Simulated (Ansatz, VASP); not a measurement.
Two plane-wave programs on Sc

```
Sc
1.0
     3.22691    0.00000    0.00000
    -1.61345    2.79458    0.00000
     0.00000    0.00000    5.00943
Sc
2
Cartesian
  0.0000 1.8631 1.2524
  1.6135 0.9315 3.7571
```

Alike in both runs: task single point; functional LDA; k mesh 11 × 11 × 6; occupations methfessel-paxton of order 1, width 0.1 eV; no spin polarisation.

|  | VASP | Ansatz |
| --- | --- | --- |
| version | VASP 6.6.1 | Ansatz 0.2.0 |
| potentials or method | VASP PAW LDA potentials, release 64 (Sc_sv), cutoff 500 eV | plane waves (420 eV) with PAW, scalar-relativistic |
| valence electrons in the cell | 22 | 22 |

```tsv
	VASP	Ansatz	Ansatz less VASP
pressure (GPa)	-0.2	-0.3	-0.08
traceless stress, the component that is largest in VASP (GPa)	-0.24	-0.24	+0.008
```

Ansatz warns that its potentials were made for another functional, while VASP's fit it. LDA's correlation is that of Perdew and Zunger in VASP and of Perdew and Wang (1992) in Ansatz.
